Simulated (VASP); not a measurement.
Write the native input for VASP 6.6.1 that does the following.

```
Task                   : single point
Functional             : r2SCAN
Potentials or basis    : VASP PAW PBE potentials, release 64 (Ti_sv, Si)
Cutoff                 : 520 eV
k mesh                 : 14 × 14 × 14
Occupations            : gaussian, width 0.1 eV
Spin                   : no spin polarisation
Dipole correction      : no
Further INCAR settings : ALGO = Normal; EDIFF = 1e-06; NBANDS = 15
```

The system is TiSi.

```
CELL_PARAMETERS angstrom
0.00000 2.54450 2.54450
2.54450 0.00000 2.54450
2.54450 2.54450 0.00000
ATOMIC_POSITIONS crystal
Ti 0.00000 0.00000 0.00000
Si 0.50000 0.50000 0.50000
```

The input as run:

POSCAR

```
TiSi
1.0
    0.0000000000      2.5444987579      2.5444987579
    2.5444987579      0.0000000000      2.5444987579
    2.5444987579      2.5444987579      0.0000000000
Ti Si
1 1
Direct
    0.0000000000      0.0000000000      0.0000000000
    0.5000000000      0.5000000000      0.5000000000
```

INCAR.step1

```
  ALGO = Normal
  EDIFF = 1E-4
  ENCUT = 520
  GGA = PE
  ISMEAR = 0
  LASPH = True
  LCHARG = False
  LREAL = False
  LWAVE = True
  NBANDS = 15
  NELM = 60
  PREC = Accurate
  SIGMA = 0.1
```

INCAR.step2

```
  ALGO = Normal
  EDIFF = 1E-6
  ENCUT = 520
  ISIF = 2
  ISMEAR = 0
  ISTART = 1
  LASPH = True
  LCHARG = False
  LMIXTAU = True
  LREAL = False
  LWAVE = False
  METAGGA = R2SCAN
  NBANDS = 15
  NELM = 60
  PREC = Accurate
  SIGMA = 0.1
```

KPOINTS

```
k-points
0
Gamma
  14 14 14
```

Potentials or basis: VASP PAW PBE potentials, release 64 (Ti_sv, Si).

Run with:

```sh
$ cat potpaw_PBE.64/Ti_sv/POTCAR potpaw_PBE.64/Si/POTCAR > POTCAR
$ cp INCAR.step1 INCAR
$ mpirun -np 1 vasp_std > vasp.out
$ cp INCAR.step2 INCAR
$ mpirun -np 1 vasp_std > vasp.out
```

Results of the run:

```json
{"Pressure": "0.2 GPa", "Band gap on the k mesh": "zero (bands 8 and 9 overlap by 0.36 eV)"}
```

Caveat: the PAW data sets were made with another functional, which shifts forces and pressure a little.

Wall time 3.5 min on 1 thread of Intel(R) Xeon(R) Platinum 8259CL CPU @ 2.50GHz (Skylake/Cascade Lake) (shared host), peak memory 0.2 GiB.
